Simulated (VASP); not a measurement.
# Ti (Fm-3m) in VASP: single point with PBEsol

Aim: the single point of Ti with PBEsol.

Everything below comes from runs of VASP 6.6.1. Logs are shortened: lines on timing, memory, paths and dates and some standing lists are left out, and cuts for length are marked.

### Step 1. The cell of the first run

The structure is cubic, space group Fm-3m (No. 225). Conventional cell: a = 4.060 Å, b = 4.060 Å, c = 4.060 Å, α = 90.00°, β = 90.00°, γ = 90.00°. Within 3.8 Å of Ti (site symmetry m-3m) lie 12 Ti at 2.87 Å.

### Step 2. Single point, PBEsol

INCAR reads:

```
SYSTEM = Ti
PREC = Accurate
ENCUT = 520
EDIFF = 1E-6
ISMEAR = 0
SIGMA = 0.1
LREAL = .False.
LASPH = .True.
NELM = 100
ALGO = Normal
ISIF = 2
LWAVE = .False.
LCHARG = .False.
GGA = PS
NBANDS = 12
```

KPOINTS reads:

```
regular mesh
0
Gamma
  12 12 12
  0 0 0
```

POSCAR reads:

```
Ti
1.0
    0.0000000000      2.0300000000      2.0300000000
    2.0300000000      0.0000000000      2.0300000000
    2.0300000000      2.0300000000      0.0000000000
Ti
1
Direct
    0.0000000000      0.0000000000      0.0000000000
```

Potentials or basis: VASP PAW PBE potentials, release 64 (Ti_sv).

Run with:

```
> cat potpaw_PBE.64/Ti_sv/POTCAR > POTCAR
> mpirun -np 1 vasp_std > vasp.out
```

OUTCAR:

```text
SYSTEM = Ti
   PREC = Accurate
   ENCUT = 520
   EDIFF = 1E-6
   ISMEAR = 0
   LREAL = .False.
   LASPH = .True.
   NELM = 100
   ISIF = 2
   GGA = PS

 ion  position               nearest neighbor table
   1  0.000  0.000  0.000-

  LATTYP: Found a face centered cubic cell.
 ALAT       =     4.0600000000

  Lattice vectors:

 A1 = (   0.0000000000,   2.0300000000,   2.0300000000)
 A2 = (   2.0300000000,   0.0000000000,   2.0300000000)
 A3 = (   2.0300000000,   2.0300000000,   0.0000000000)

Analysis of symmetry for initial positions (statically):
=====================================================================
 Subroutine PRICEL returns:
 Original cell was already a primitive cell.

 Routine SETGRP: Setting up the symmetry group for a
 face centered cubic supercell.

 Subroutine GETGRP returns: Found 48 space group operations
[... 9 lines left out ...]

 Routine SETGRP: Setting up the symmetry group for a
 face centered cubic supercell.

 Subroutine GETGRP returns: Found 48 space group operations
[... 11 lines left out ...]
                                     Primitive cell

  volume of cell :      16.7309

  direct lattice vectors                    reciprocal lattice vectors
     0.000000000  2.030000000  2.030000000    -0.246305419  0.246305419  0.246305419
     2.030000000  0.000000000  2.030000000     0.246305419 -0.246305419  0.246305419
     2.030000000  2.030000000  0.000000000     0.246305419  0.246305419 -0.246305419

  length of vectors
     2.870853532  2.870853532  2.870853532     0.426613499  0.426613499  0.426613499

  position of ions in fractional coordinates (direct lattice)
     0.000000000  0.000000000  0.000000000

  ion indices of the primitive-cell ions
   primitive index   ion index
                 1           1

----------------------------------------------------------------------------------------

 KPOINTS: regular mesh

Automatic generation of k-mesh.
 Grid dimensions read from file:
 generate k-points for:   12   12   12

 Generating k-lattice:

  Cartesian coordinates                     Fractional coordinates (reciprocal lattice)
    -0.020525452  0.020525452  0.020525452     0.083333333  0.000000000  0.000000000
     0.020525452 -0.020525452  0.020525452     0.000000000  0.083333333  0.000000000
     0.020525452  0.020525452 -0.020525452     0.000000000  0.000000000  0.083333333

  Length of vectors
     0.035551125  0.035551125  0.035551125

  Shift w.r.t. Gamma in fractional coordinates (k-lattice)
[... 51 lines left out ...]
   NELM   =    100;   NELMIN=  2; NELMDL= -5     # of ELM steps
   EDIFF  = 0.1E-05   stopping-criterion for ELM
   LREAL  =      F    real-space projection
   EDIFFG = 0.1E-04   stopping-criterion for IOM
   NSW    =      0    number of steps for IOM
   IBRION =     -1    ionic relax: 0-MD 1-quasi-New 2-CG
   NFREE  =      0    steps in history (QN), initial steepest desc. (CG)
   ISIF   =      2    stress and relaxation
   ISYM   =      2    0-nonsym 1-usesym 2-fastsym
   POTIM  = 0.5000    time-step for ionic-motion
   TEBEG  =    0.0;   TEEND  =   0.0 temperature during run
   PSTRESS=    0.0 pullay stress
   NELECT =      12.0000    total number of electrons
   NUPDOWN=      -1.0000    fix difference up-down
   EMIN   =  10.00;   EMAX   =-10.00  energy-range for DOS
   EFERMI =   0.00;   METHOD = LEGACY
   ISMEAR =     0;   SIGMA  =   0.10  broadening in eV -4-tet -1-fermi 0-gaus
   EFERMI_NEDOS =   21; number of points for ismear=-14 and -15
   IALGO  =     38    algorithm
   IMIX   =      4    mixing-type and parameters
     AMIX     =   0.40;   BMIX     =  1.00
     AMIX_MAG =   1.60;   BMIX_MAG =  1.00
  volume/ion in A,a.u.               =      16.73       112.91
  Fermi-wavevector in a.u.,A,eV,Ry     =   1.465421  2.769245 29.217967  2.147460
  Thomas-Fermi vector in A             =   2.581280
   LORBIT       =      0    0 simple, 1 ext, 2 COOP (PROOUT), +10 PAW based schemes
   GGA     = PS    functional components
   LHFCALC =     F    Hartree Fock is set to
   AEXX    =    0.0000 exact exchange contribution
   IVDW    =     0    specifies the selected vdW correction
   LEPSILON=     F    determine dielectric tensor
   LRPA    =     F    only Hartree local field effects (RPA)
 non-spin polarized calculation
 Gauss-broadening in eV      SIGMA  =   0.10
  energy-cutoff  :      520.00
  volume of cell :       16.73
 maximum number of plane-waves:       464
 NGX is ok and might be reduce to    24
   NGX = 11   NGY = 11   NGZ = 11

 number of electron      12.0000002 magnetization

 Free energy of the ion-electron system (eV)
  ---------------------------------------------------
  ext. energy  EPLUGINS =         0.00000000
  ---------------------------------------------------
  free energy    TOTEN  =        -8.28640096 eV

  energy without entropy =       -8.27596085  energy(sigma->0) =       -8.28118091

 E-fermi :   8.5024     XC(G=0): -11.8159

 val. band max:        8.4889343399   @ k =   0.4167   0.0833   0.0000
 cond. band min:       8.5122206915   @ k =   0.3333   0.0000   0.0000
 fundamental gap:      0.0232863516
 Fermi energy:         8.5024083854

 k-point     1 :       0.0000    0.0000    0.0000
  band No.  band energies     occupation
      1     -47.9217      2.00000
      2     -23.8289      2.00000
      3     -23.8289      2.00000
      4     -23.8289      2.00000
      5       2.3092      2.00000
      6       9.3931      0.00000
      7       9.3931      0.00000
      8       9.3931      0.00000
      9      11.1025      0.00000
     10      11.1025      0.00000
     11      23.9696      0.00000
     12      28.5870      0.00000
[... 331 lines left out ...]
 k-point    24 :      -0.4167    0.1667    0.0000
  band No.  band energies     occupation
      1     -47.7625      2.00000
      2     -24.5214      2.00000
      3     -24.0654      2.00000
      4     -23.9537      2.00000
      5       6.4683      2.00000
      6       8.1102      2.00000
      7       9.0073      0.00000
      8       9.7882      0.00000
      9      12.0114      0.00000
     10      13.6180      0.00000
     11      17.0785      0.00000
     12      22.7129      0.00000

 [... further k-points ...]
[... 5 lines left out ...]
  --------------------------------------------------------------------------------------
  -------------------------------------------------------------------------------------
  Total       -0.0591184     -0.0591184     -0.0591184     -0.0000000      0.0000000     -0.0000000
  in kB       -5.6612856     -5.6612856     -5.6612856     -0.0000000      0.0000000     -0.0000000
  external PRESSURE =      -5.6612856 kB  Pullay stress =       0.0000000 kB

 VOLUME and BASIS-vectors are now :
 -----------------------------------------------------------------------------
  energy-cutoff  :      520.00
  volume of cell :       16.73
      direct lattice vectors                 reciprocal lattice vectors
     0.000000000  2.030000000  2.030000000    -0.246305419  0.246305419  0.246305419
     2.030000000  0.000000000  2.030000000     0.246305419 -0.246305419  0.246305419
     2.030000000  2.030000000  0.000000000     0.246305419  0.246305419 -0.246305419

 POSITION                                       TOTAL-FORCE (eV/Angst)
 -----------------------------------------------------------------------------------
      0.00000      0.00000      0.00000         0.000000      0.000000      0.000000
 -----------------------------------------------------------------------------------
    total drift:                               -0.000000     -0.000000     -0.000000

  FREE ENERGIE OF THE ION-ELECTRON SYSTEM (eV)
  ---------------------------------------------------
  free  energy   TOTEN  =        -8.2864009614 eV

  energy  without entropy=       -8.2759608513  energy(sigma->0) =       -8.28118091
```

OSZICAR:

```text
N       E                     dE             d eps       ncg     rms          rms(c)
DAV:   1     0.877844485846E+02    0.87784E+02   -0.65824E+03  1732   0.120E+03
DAV:   2    -0.499579363518E+01   -0.92780E+02   -0.90258E+02  1760   0.299E+02
DAV:   3    -0.928104729956E+01   -0.42853E+01   -0.42459E+01  2372   0.663E+01
DAV:   4    -0.937840614752E+01   -0.97359E-01   -0.97272E-01  1956   0.851E+00
DAV:   5    -0.938119819918E+01   -0.27921E-02   -0.27920E-02  2040   0.120E+00    0.903E+00
DAV:   6    -0.829698142254E+01    0.10842E+01   -0.21750E+00  1852   0.221E+01    0.233E+00
DAV:   7    -0.827692440843E+01    0.20057E-01   -0.10943E-01  2124   0.391E+00    0.131E+00
DAV:   8    -0.828610600943E+01   -0.91816E-02   -0.41502E-02  1784   0.260E+00    0.182E-01
DAV:   9    -0.828634714981E+01   -0.24114E-03   -0.40583E-03  2208   0.737E-01    0.870E-02
DAV:  10    -0.828641771494E+01   -0.70565E-04   -0.28141E-04  1844   0.194E-01    0.210E-02
DAV:  11    -0.828640165205E+01    0.16063E-04   -0.25385E-05  2096   0.603E-02    0.929E-03
DAV:  12    -0.828640096136E+01    0.69069E-06   -0.97811E-07  1508   0.133E-02
   1 F= -.82864010E+01 E0= -.82811809E+01  d E =-.104401E-01
```

stdout:

```text
POSCAR found type information on POSCAR Ti
 POSCAR found :  1 types and       1 ions
 scaLAPACK will be used
 -----------------------------------------------------------------------------
|                                                                             |
|                                                                             |
|     You enforced a specific xc type in the INCAR file but a different       |
|     I HOPE YOU KNOW WHAT YOU ARE DOING!                                     |
|                                                                             |
 -----------------------------------------------------------------------------

 LDA part: xc-table for (Slater+PW92), standard interpolation
 POSCAR, INCAR and KPOINTS ok, starting setup
 FFT: planning ... GRIDC
 FFT: planning ... GRID_SOFT
 FFT: planning ... GRID
 WAVECAR not read
 entering main loop
```

Wall time 32 s (1 thread of AMD EPYC 7R43 (Zen 3), shared host); peak memory 0.11 GiB.

What came out:

| Quantity | Value |
| --- | --- |
| Free energy | -8.2864 eV |
| Pressure | -0.6 GPa |
| Band gap on the k mesh | zero (band 6 reaches 9.39 eV, above the bottom of band 7 at 8.10 eV) |

Levels at points of the mesh, in eV from the Fermi level:
```
           k point  band 3  band 4  band 5  band 6  band 7  band 8  band 9  band 10
(0.00, 0.00, 0.00)  -32.33  -32.33   -6.19    0.89    0.89    0.89    2.60     2.60
(0.50, 0.00, 0.00)  -32.43  -32.43   -2.69    0.73    0.76    0.76    3.75     3.75
(0.50, 0.50, 0.00)  -32.60  -32.60   -2.72   -1.82    3.01    3.73    4.05     4.05
```

Caveat: the PAW data sets were made with another functional, which shifts forces and pressure a little.
